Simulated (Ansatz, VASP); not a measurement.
# One calculation of HfO2, two programs

The input INCAR:

```
SYSTEM = HfO2
ALGO     = Normal         ! electronic algorithm
EDIFF    = 1E-6           ! SCF threshold, eV
ENCUT    = 520            ! plane-wave cutoff, eV
GGA      = PE             ! functional
ISIF     = 2              ! what is computed and relaxed
ISMEAR   = 0              ! smearing method
LASPH    = .True.         ! aspherical terms in the spheres
LCHARG   = .True.         ! write CHGCAR
LELF     = .True.         ! ELF
LREAL    = .False.        ! projectors in reciprocal space
LVHAR    = .True.       
LWAVE    = .False.        ! write WAVECAR
NBANDS   = 31             ! bands
NELM     = 100            ! most SCF steps
PREC     = Accurate       ! precision mode
SIGMA    = 0.05           ! smearing width, eV
```

Contents of KPOINTS:

```
k-points
0
Gamma
  6 6 4
  0 0 0
```

The input POSCAR:

```
HfO2
1.0
    3.6043048131      0.0000000000      0.0000000000
    0.0000000000      3.6043048131      0.0000000000
    0.0000000000      0.0000000000      5.2639671549
Hf O
2 4
Direct
    0.5000000000      0.4991052832      0.5000000000
    0.0000000000      0.0008947168      0.0000000000
    0.0000000000      0.5009686176      0.6932521152
    0.5000000000     -0.0009686176      0.8067478848
    0.5000000000      0.0277446013      0.3067478848
    0.0000000000      0.4722553987      0.1932521152
```

Input for Ansatz:

```yaml
crystal:
  lattice:
    - [3.6043048131, 0.0, 0.0]
    - [0.0, 3.6043048131, 0.0]
    - [0.0, 0.0, 5.2639671549]
  atoms:
    - { symbol: Hf, position: [0.5, 0.4991052832, 0.5] }
    - { symbol: Hf, position: [0.0, 0.0008947168, 0.0] }
    - { symbol: O, position: [0.0, 0.5009686176, 0.6932521152] }
    - { symbol: O, position: [0.5, -0.0009686176, 0.8067478848] }
    - { symbol: O, position: [0.5, 0.0277446013, 0.3067478848] }
    - { symbol: O, position: [0.0, 0.4722553987, 0.1932521152] }
basis:
  ecutwfc: 420
kpoints:
  mp_grid: { grid: [6, 6, 4] }
hamiltonian:
  xc: pbe
scf:
  occupations: { method: gaussian, width: 0.05 }
output:
  forces: true
  stress: true
  eigenvalues: true
```

Change from the starting cell: mode 17 (648.0 1/cm) frozen in, largest displacement -0.100 Å.

Alike in both runs: task single point; functional PBE; k mesh 6 × 6 × 4; occupations gaussian, width 0.05 eV; no spin polarisation.

```csv
,VASP,Ansatz
version,VASP 6.6.1,Ansatz 0.2.0
potentials or method,"VASP PAW PBE potentials, release 64 (Hf_pv, O), cutoff 520 eV","scalar-relativistic, plane waves, PAW"
valence electrons in the cell,44,76
```

Ansatz gave:

| Quantity | Value |
| --- | --- |
| gap on the k mesh at the Fermi level (eV) | 4.66 |
| least direct gap on the mesh (eV) | 4.73 |
| pressure (GPa) | 1.6 |
| traceless stress, the component that is largest in VASP (GPa) | 4.55 |
| rms of the force components (eV/Å) | 0.893 |

Question: Which values does VASP return?

Answer: gap on the k mesh at the Fermi level (eV): 4.63; least direct gap on the mesh (eV): 4.70; pressure (GPa): -1.4; traceless stress, the component that is largest in VASP (GPa): 4.33; rms of the force components (eV/Å): 0.884.

Atom by atom the forces differ by 0.026 eV/Å (rms over components). VASP's potentials hold 44 valence electrons a cell and Ansatz's 76, so a difference there can come from the potentials and not from the codes.

Neither program's run includes spin-orbit coupling.
